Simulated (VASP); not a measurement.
# MgO (P6_3/mmc) in VASP: further runs, part 2 of 2

VASP 6.6.1. Earlier steps stand in the parts before.

## Step 3: Single point, r2SCAN (strain -0.0150 x Voigt [0, 0, 1, 0, 0, 0])

Contents of POSCAR:

```
MgO
1.0
    3.4841042127      0.0000000000      0.0000000000
   -1.7420521064      3.0173227576      0.0000000000
    0.0000000000      0.0000000000      4.1229022818
Mg O
2 2
Direct
    0.6666666667      0.3333333333      0.7500000000
    0.3333333333      0.6666666667      0.2500000000
    0.6666666667      0.3333333333      0.2500000000
    0.3333333333      0.6666666667      0.7500000000
```

Contents of INCAR.step1:

```
ALGO = Normal
EDIFF = 1E-5
ENCUT = 920
GGA = PE
GGA_COMPAT = False
ISMEAR = 0
LASPH = True
LCHARG = False
LREAL = False
LWAVE = True
NBANDS = 24
NELM = 120
PREC = Accurate
SIGMA = 0.05
```

Contents of INCAR.step2:

```
ALGO = Normal
EDIFF = 1E-6
ENCUT = 920
GGA_COMPAT = False
ISIF = 2
ISMEAR = 0
ISTART = 1
LASPH = True
LCHARG = True
LELF = True
LMIXTAU = True
LREAL = False
LVHAR = True
LWAVE = False
METAGGA = R2SCAN
NBANDS = 24
NELM = 120
PREC = Accurate
SIGMA = 0.05
```

Contents of KPOINTS:

```
k-points
0
Gamma
  6 6 6
```

Potentials or basis: VASP PAW PBE potentials, release 64 (Mg_sv, O).

Command:

```
$ cat potpaw_PBE.64/Mg_sv/POTCAR potpaw_PBE.64/O/POTCAR > POTCAR
$ cp INCAR.step1 INCAR
$ mpirun -np 1 vasp_std > vasp.out
$ cp INCAR.step2 INCAR
$ mpirun -np 1 vasp_std > vasp.out
```

OUTCAR:

```text
EDIFF = 1E-6
   ENCUT = 920
   ISIF = 2
   ISMEAR = 0
   ISTART = 1
   LASPH = True
   LREAL = False
   METAGGA = R2SCAN
   NELM = 120
   PREC = Accurate

 ion  position               nearest neighbor table
   1  0.667  0.333  0.750-   4 2.01   4 2.01   4 2.01   3 2.06   3 2.06
   2  0.333  0.667  0.250-   3 2.01   3 2.01   3 2.01   4 2.06   4 2.06
   3  0.667  0.333  0.250-   2 2.01   2 2.01   2 2.01   1 2.06   1 2.06
   4  0.333  0.667  0.750-   1 2.01   1 2.01   1 2.01   2 2.06   2 2.06

[... 850 lines left out ...]
  FORCE on cell =-STRESS in cart. coord.  units (eV):
  Direction    XX          YY          ZZ          XY          YZ          ZX
  --------------------------------------------------------------------------------------
  -------------------------------------------------------------------------------------
  Total        0.4793861      0.4793861      1.3965097     -0.0000000      0.0000000      0.0000000
  in kB       17.7206692     17.7206692     51.6224467     -0.0000000      0.0000000      0.0000000
  external PRESSURE =      29.0212617 kB  Pullay stress =       0.0000000 kB

 VOLUME and BASIS-vectors are now :
 -----------------------------------------------------------------------------
  energy-cutoff  :      920.00
  volume of cell :       43.34
      direct lattice vectors                 reciprocal lattice vectors
     3.484104213  0.000000000  0.000000000     0.287017821  0.165709816  0.000000000
    -1.742052106  3.017322758  0.000000000     0.000000000  0.331419633  0.000000000
     0.000000000  0.000000000  4.122902282     0.000000000  0.000000000  0.242547587

 POSITION                                       TOTAL-FORCE (eV/Angst)
 -----------------------------------------------------------------------------------
      1.74205      1.00577      3.09218        -0.000000      0.000000      0.000000
     -0.00000      2.01155      1.03073        -0.000000     -0.000000      0.000000
      1.74205      1.00577      1.03073         0.000000     -0.000000      0.000000
     -0.00000      2.01155      3.09218        -0.000000      0.000000      0.000000
 -----------------------------------------------------------------------------------
    total drift:                                0.000000     -0.000000      0.000000

  FREE ENERGIE OF THE ION-ELECTRON SYSTEM (eV)
  ---------------------------------------------------
  free  energy   TOTEN  =       -32.0447080188 eV

  energy  without entropy=      -32.0447080188  energy(sigma->0) =      -32.04470802
```

OUTCAR.step1:

```text
EDIFF = 1E-5
   ENCUT = 920
   GGA = PE
   ISMEAR = 0
[... 880 lines left out ...]
      1.74205      1.00577      3.09218         0.000000     -0.000000      0.000000
     -0.00000      2.01155      1.03073        -0.000000      0.000000      0.000000
      1.74205      1.00577      1.03073         0.000000     -0.000000      0.000000
     -0.00000      2.01155      3.09218        -0.000000      0.000000      0.000000
 -----------------------------------------------------------------------------------
    total drift:                                0.000000     -0.000000      0.000000

  FREE ENERGIE OF THE ION-ELECTRON SYSTEM (eV)
  ---------------------------------------------------
  free  energy   TOTEN  =       -23.5658416246 eV

  energy  without entropy=      -23.5658416246  energy(sigma->0) =      -23.56584162
```

It took 2.9 min on 1 thread of Intel Xeon Platinum 8259CL at 2.50GHz (Skylake/Cascade Lake), shared host; peak memory 0.25 GiB.

What came out:

| Property | Result |
| --- | --- |
| Free energy | -32.0447 eV |
| Pressure | 2.9 GPa |
| Band gap on the k mesh | 4.19 eV |

Caveat: the cell differs from its parent crystal (strain -0.0150 x Voigt [0, 0, 1, 0, 0, 0]); the PAW data sets were made with another functional, which shifts forces and pressure a little.

## Step 4: Single point, r2SCAN (strain +0.0050 x Voigt [0, 0, 1, 0, 0, 0])

Changes to POSCAR since step 3:

```diff
@@ -4,3 +4,3 @@
    -1.7420521064      3.0173227576      0.0000000000
-    0.0000000000      0.0000000000      4.1229022818
+    0.0000000000      0.0000000000      4.2066160337
 Mg O
```

Contents of INCAR.step1:

```
ALGO = Normal
EDIFF = 1E-5
ENCUT = 920
GGA = PE
GGA_COMPAT = F
ISMEAR = 0
LASPH = T
LCHARG = F
LREAL = F
LWAVE = T
NBANDS = 24
NELM = 120
PREC = Accurate
SIGMA = 0.05
```

Contents of INCAR.step2:

```
ALGO = Normal
EDIFF = 1E-6
ENCUT = 920
GGA_COMPAT = F
ISIF = 2
ISMEAR = 0
ISTART = 1
LASPH = T
LCHARG = F
LMIXTAU = T
LREAL = F
LWAVE = F
METAGGA = R2SCAN
NBANDS = 24
NELM = 120
PREC = Accurate
SIGMA = 0.05
```

KPOINTS is that of step 3.

Command:

```
$ cat potpaw_PBE.64/Mg_sv/POTCAR potpaw_PBE.64/O/POTCAR > POTCAR
$ cp INCAR.step1 INCAR
$ mpirun -np 1 vasp_std > vasp.out
$ cp INCAR.step2 INCAR
$ mpirun -np 1 vasp_std > vasp.out
```

Run time: 3.2 min. Hardware: 1 thread of Intel Xeon Platinum 8259CL at 2.50GHz (Skylake/Cascade Lake), shared host; peak memory 0.26 GiB.

Results (log left out):

- Free energy: -32.0574 eV
- Pressure: -0.2 GPa
- Band gap on the k mesh: 4.07 eV

Stress tensor (GPa, compression positive):
```
 0.12  0.00  0.00
 0.00  0.12  0.00
 0.00  0.00 -0.94
```

Levels at points of the mesh, in eV from the valence-band top:
```csv
k point,band 13,band 14,band 15,band 16,band 17,band 18,band 19,band 20
"(0.00, 0.00, 0.00)",-1.75,-0.84,-0.84,0.00,4.07,10.37,13.08,13.50
"(0.50, 0.00, 0.00)",-2.35,-1.98,-1.29,-0.56,7.66,9.98,10.57,13.28
"(0.00, 0.00, 0.50)",-1.31,-1.31,-1.31,-1.31,7.11,7.11,13.89,13.89
"(0.50, 0.00, 0.50)",-1.55,-1.55,-0.84,-0.84,8.01,8.01,12.98,12.98
```

Caveat: the cell differs from its parent crystal (strain +0.0050 x Voigt [0, 0, 1, 0, 0, 0]); the PAW data sets were made with another functional, which shifts forces and pressure a little.

## Step 5: The runs side by side

```csv
cell,gap on the mesh (eV),pressure (GPa)
"a = 3.484, b = 3.484, c = 4.165 Å, angles 90.0, 90.0, 120.0°, 4 atoms",4.13,1.3
"a = 3.484, b = 3.484, c = 4.123 Å, angles 90.0, 90.0, 120.0°, 4 atoms",4.19,2.9
"a = 3.484, b = 3.484, c = 4.207 Å, angles 90.0, 90.0, 120.0°, 4 atoms",4.07,-0.2
```

Alike in all rows: task single point; level r2SCAN; potentials or basis VASP PAW PBE potentials, release 64 (Mg_sv, O); no spin polarisation; k mesh 6 × 6 × 6; cutoff (eV) 920; smearing gaussian 0.05 eV.

Caveats: the PAW data sets were made with another functional, which shifts forces and pressure a little.

Absolute energies hang on the potentials; compare differences alone.
